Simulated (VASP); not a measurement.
# ZnO (P6_3mc) in VASP: single point with LDA

Aim: the single point of ZnO with LDA.

All numbers are computed with VASP 6.6.1; they aren't measurements. Logs are shortened: lines on timing, memory, paths and dates and some standing lists are left out, and cuts for length are marked.

**1. The cell of the first run**

Symmetry: P6_3mc, No. 186, hexagonal system. The conventional cell has a = 3.249 Å, b = 3.249 Å, c = 5.204 Å, α = 90.00°, β = 90.00°, γ = 120.00°. Zn (site symmetry 3m) has 4 O at 1.97 to 1.99 Å within 2.6 Å. Within 2.6 Å of O (site symmetry 3m) lie 4 Zn at 1.97 to 1.99 Å.

**2. Single point, LDA**

INCAR

```
SYSTEM = ZnO
PREC = Accurate ; ENCUT = 1340
EDIFF = 1E-6 ; ISMEAR = 0
SIGMA = 0.1 ; LREAL = .FALSE.
LASPH = .TRUE. ; NELM = 120
ALGO = Normal ; ISIF = 2
LWAVE = .FALSE. ; LCHARG = .TRUE.
LELF = .TRUE. ; LVHAR = .TRUE.
NBANDS = 26 ; GGA_COMPAT = .FALSE.
```

KPOINTS

```
Automatic mesh
0
G
  6 6 4
  0 0 0
```

POSCAR

```
ZnO
1.0
    3.2494000000      0.0000000000      0.0000000000
   -1.6247000000      2.8140629500      0.0000000000
    0.0000000000      0.0000000000      5.2038000000
Zn O
2 2
Direct
    0.3333333300      0.6666666700      0.0000000000
    0.6666666700      0.3333333300      0.5000000000
    0.3333333300      0.6666666700      0.3830000000
    0.6666666700      0.3333333300      0.8830000000
```

Potentials or basis: VASP PAW LDA potentials, release 64 (Zn, O_h).

Command:

```sh
$ cat potpaw_LDA.64/Zn/POTCAR potpaw_LDA.64/O_h/POTCAR > POTCAR
$ mpirun -np 1 vasp_std > vasp.out
```

OUTCAR:

```text
SYSTEM = ZnO
   PREC = Accurate
   ENCUT = 1340
   EDIFF = 1E-6
   ISMEAR = 0
   LREAL = .FALSE.
   LASPH = .TRUE.
   NELM = 120
   ISIF = 2

 ion  position               nearest neighbor table
   1  0.333  0.667  0.000-   4 1.97   4 1.97   4 1.97   3 1.99
   2  0.667  0.333  0.500-   3 1.97   3 1.97   3 1.97   4 1.99
   3  0.333  0.667  0.383-   2 1.97   2 1.97   2 1.97   1 1.99
   4  0.667  0.333  0.883-   1 1.97   1 1.97   1 1.97   2 1.99

  LATTYP: Found a hexagonal cell.
 ALAT       =     3.2494000000
 C/A-ratio  =     1.6014648858

  Lattice vectors:

 A1 = (   3.2494000000,   0.0000000000,   0.0000000000)
 A2 = (  -1.6247000000,   2.8140629500,   0.0000000000)
 A3 = (   0.0000000000,   0.0000000000,   5.2038000000)

Analysis of symmetry for initial positions (statically):
=====================================================================
 Subroutine PRICEL returns:
 Original cell was already a primitive cell.

 Routine SETGRP: Setting up the symmetry group for a
 hexagonal supercell.

 Subroutine GETGRP returns: Found 12 space group operations
 (whereof  6 operations were pure point group operations)
 out of a pool of 24 trial point group operations.

The static configuration has the point symmetry C_3v.
 The point group associated with its full space group is C_6v.

Analysis of symmetry for dynamics (positions and initial velocities):
=====================================================================
 Subroutine PRICEL returns:
 Original cell was already a primitive cell.

 Routine SETGRP: Setting up the symmetry group for a
 hexagonal supercell.

 Subroutine GETGRP returns: Found 12 space group operations
 (whereof  6 operations were pure point group operations)
 out of a pool of 24 trial point group operations.

The dynamic configuration has the point symmetry C_3v.
 The point group associated with its full space group is C_6v.

 Subroutine INISYM returns: Found 12 space group operations
 (whereof  6 operations are pure point group operations),
 and found     1 'primitive' translations

----------------------------------------------------------------------------------------

                                     Primitive cell

  volume of cell :      47.5836

  direct lattice vectors                    reciprocal lattice vectors
     3.249400000  0.000000000  0.000000000     0.307749123  0.177679039  0.000000000
    -1.624700000  2.814062950  0.000000000     0.000000000  0.355358078  0.000000000
     0.000000000  0.000000000  5.203800000     0.000000000  0.000000000  0.192167262
[... 85 lines left out ...]
   LREAL  =      F    real-space projection
   EDIFFG = 0.1E-04   stopping-criterion for IOM
   NSW    =      0    number of steps for IOM
   IBRION =     -1    ionic relax: 0-MD 1-quasi-New 2-CG
   NFREE  =      0    steps in history (QN), initial steepest desc. (CG)
   ISIF   =      2    stress and relaxation
   ISYM   =      2    0-nonsym 1-usesym 2-fastsym
   POTIM  = 0.5000    time-step for ionic-motion
   TEBEG  =    0.0;   TEEND  =   0.0 temperature during run
   PSTRESS=    0.0 pullay stress
   NELECT =      36.0000    total number of electrons
   NUPDOWN=      -1.0000    fix difference up-down
   EMIN   =  10.00;   EMAX   =-10.00  energy-range for DOS
   EFERMI =   0.00;   METHOD = LEGACY
   ISMEAR =     0;   SIGMA  =   0.10  broadening in eV -4-tet -1-fermi 0-gaus
   EFERMI_NEDOS =   21; number of points for ismear=-14 and -15
   IALGO  =     38    algorithm
   IMIX   =      4    mixing-type and parameters
     AMIX     =   0.40;   BMIX     =  1.00
     AMIX_MAG =   1.60;   BMIX_MAG =  1.00
  volume/ion in A,a.u.               =      11.90        80.28
  Fermi-wavevector in a.u.,A,eV,Ry     =   1.491729  2.818958 30.276420  2.225254
  Thomas-Fermi vector in A             =   2.604347
   LORBIT       =      0    0 simple, 1 ext, 2 COOP (PROOUT), +10 PAW based schemes
   GGA     = CA    functional components
   LHFCALC =     F    Hartree Fock is set to
   AEXX    =    0.0000 exact exchange contribution
   IVDW    =     0    specifies the selected vdW correction
   LEPSILON=     F    determine dielectric tensor
   LRPA    =     F    only Hartree local field effects (RPA)
 non-spin polarized calculation
 Gauss-broadening in eV      SIGMA  =   0.10
  energy-cutoff  :     1340.00
  volume of cell :       47.58
 maximum number of plane-waves:      5336
 NGX is ok and might be reduce to    40
   NGX = 19   NGY = 19   NGZ = 31

 number of electron      36.0000002 magnetization

 Free energy of the ion-electron system (eV)
  ---------------------------------------------------
  ext. energy  EPLUGINS =         0.00000000
  ---------------------------------------------------
  free energy    TOTEN  =       -21.13616381 eV

  energy without entropy =      -21.13616381  energy(sigma->0) =      -21.13616381

 E-fermi :   1.5869     XC(G=0): -11.4689

 val. band max:        1.2103346587   @ k =   0.0000   0.0000   0.0000
 cond. band min:       1.9539553790   @ k =   0.0000   0.0000   0.0000
 fundamental gap:      0.7436207203
 Fermi energy:         1.5868881042

 k-point     1 :       0.0000    0.0000    0.0000
  band No.  band energies     occupation
      1     -16.5936      2.00000
      2     -15.8194      2.00000
      3      -4.5799      2.00000
      4      -4.5799      2.00000
      5      -4.4804      2.00000
      6      -4.4652      2.00000
[... 598 lines left out ...]
     25      16.7404      0.00000
     26      16.7410      0.00000

------------------------ aborting loop because EDIFF is reached ----------------------------------------

  FORCE on cell =-STRESS in cart. coord.  units (eV):
  Direction    XX          YY          ZZ          XY          YZ          ZX
  --------------------------------------------------------------------------------------
  -------------------------------------------------------------------------------------
  Total       -1.8581714     -1.8581714     -1.7901832      0.0000000      0.0000000      0.0000000
  in kB      -62.5660561    -62.5660562    -60.2768394      0.0000000      0.0000000      0.0000000
  external PRESSURE =     -61.8029839 kB  Pullay stress =       0.0000000 kB

 VOLUME and BASIS-vectors are now :
 -----------------------------------------------------------------------------
  energy-cutoff  :     1340.00
  volume of cell :       47.58
      direct lattice vectors                 reciprocal lattice vectors
     3.249400000  0.000000000  0.000000000     0.307749123  0.177679039  0.000000000
    -1.624700000  2.814062950  0.000000000     0.000000000  0.355358078  0.000000000
     0.000000000  0.000000000  5.203800000     0.000000000  0.000000000  0.192167262

 POSITION                                       TOTAL-FORCE (eV/Angst)
 -----------------------------------------------------------------------------------
     -0.00000      1.87604      0.00000         0.000000      0.000000      0.067338
      1.62470      0.93802      2.60190        -0.000000      0.000000      0.067338
     -0.00000      1.87604      1.99306         0.000000      0.000000     -0.067338
      1.62470      0.93802      4.59496        -0.000000     -0.000000     -0.067338
 -----------------------------------------------------------------------------------
    total drift:                               -0.000026      0.000015     -0.000302

  FREE ENERGIE OF THE ION-ELECTRON SYSTEM (eV)
  ---------------------------------------------------
  free  energy   TOTEN  =       -21.1361638137 eV

  energy  without entropy=      -21.1361638127  energy(sigma->0) =      -21.13616381
```

OSZICAR:

```text
N       E                     dE             d eps       ncg     rms          rms(c)
DAV:   1     0.436535460337E+03    0.43654E+03   -0.31654E+04  1100   0.382E+03
DAV:   2     0.540006056622E+02   -0.38253E+03   -0.35982E+03  1124   0.670E+02
DAV:   3    -0.198885251937E+02   -0.73889E+02   -0.71220E+02  1298   0.216E+02
DAV:   4    -0.241242654272E+02   -0.42357E+01   -0.41974E+01  1202   0.570E+01
DAV:   5    -0.241690096907E+02   -0.44744E-01   -0.44718E-01  1240   0.590E+00    0.146E+01
DAV:   6    -0.210445307141E+02    0.31245E+01   -0.57505E+00  1812   0.612E+01    0.905E+00
DAV:   7    -0.212085823735E+02   -0.16405E+00   -0.26945E+00  1350   0.168E+01    0.548E+00
DAV:   8    -0.211832931324E+02    0.25289E-01   -0.60185E-01  1472   0.675E+00    0.180E+00
DAV:   9    -0.211349938120E+02    0.48299E-01   -0.82760E-02  1578   0.554E+00    0.457E-01
DAV:  10    -0.211361365268E+02   -0.11427E-02   -0.39247E-02  1102   0.166E+00    0.680E-02
DAV:  11    -0.211362256930E+02   -0.89166E-04   -0.10680E-03  1350   0.773E-01    0.515E-02
DAV:  12    -0.211361648691E+02    0.60824E-04   -0.29112E-04  1278   0.515E-01    0.151E-02
DAV:  13    -0.211361644835E+02    0.38554E-06   -0.34394E-05  1360   0.534E-02    0.864E-03
DAV:  14    -0.211361638137E+02    0.66978E-06   -0.17673E-06   776   0.188E-02
   1 F= -.21136164E+02 E0= -.21136164E+02  d E =-.109615E-08
```

Run time: 2.2 min. Hardware: 1 thread of Intel Xeon Platinum 8259CL at 2.50GHz (Skylake/Cascade Lake), shared host; peak memory 0.29 GiB.

What came out:

- Free energy: -21.1362 eV
- Pressure: -6.2 GPa
- Largest force: 0.067 eV/Å
- Band gap on the k mesh: 0.74 eV

Forces in eV/Å, atoms in the order of the input:
```
Zn   0.000  0.000  0.067
Zn   0.000  0.000  0.067
O    0.000  0.000 -0.067
O    0.000  0.000 -0.067
```

Stress tensor (GPa, compression positive):
```
-6.26  0.00  0.00
 0.00 -6.26  0.00
 0.00  0.00 -6.03
```

Caveat: the cell stands under tension; semilocal functionals underestimate gaps, and a narrow one can read as zero.
